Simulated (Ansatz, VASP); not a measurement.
## LiHF2: VASP beside Ansatz

```xyz
4
Lattice="1.4428 0.8330 4.1997 -1.4428 0.8330 4.1997 0.0000 -1.6660 4.1997" Properties=species:S:1:pos:R:3 pbc="T T T"
Li    0.0000    0.0000    0.0000
H     0.0000    0.0000    6.2996
F     0.0000    0.0000    5.1973
F     0.0000    0.0000    7.4019
```

Change from the starting cell: strain +0.000 along x and y, -0.030 along z, atoms carried along.

Alike in both runs: task single point; functional LDA; k mesh 9 × 9 × 9; occupations gaussian, width 0.05 eV; no spin polarisation.

|  | VASP | Ansatz |
| --- | --- | --- |
| version | VASP 6.6.1 | Ansatz 0.2.0 |
| potentials or method | VASP PAW LDA potentials, release 64 (Li_sv, H, F), cutoff 520 eV | scalar-relativistic, plane waves, PAW |
| valence electrons in the cell | 18 | 18 |

|  | VASP | Ansatz | Ansatz less VASP |
| --- | --- | --- | --- |
| gap on the k mesh at the Fermi level (eV) | 8.48 | 8.52 | +0.039 |
| least direct gap on the mesh (eV) | 8.64 | 8.67 | +0.032 |
| rms of the force components (eV/Å) | 0.398 | 0.359 | -0.0395 |

LDA's correlation is that of Perdew and Zunger in VASP and of Perdew and Wang (1992) in Ansatz. Atom by atom the forces differ by 0.040 eV/Å (rms over components).

Noted on VASP's run: the cutoff is under 1.25 times that of the potentials, so the pressure is a little rough.
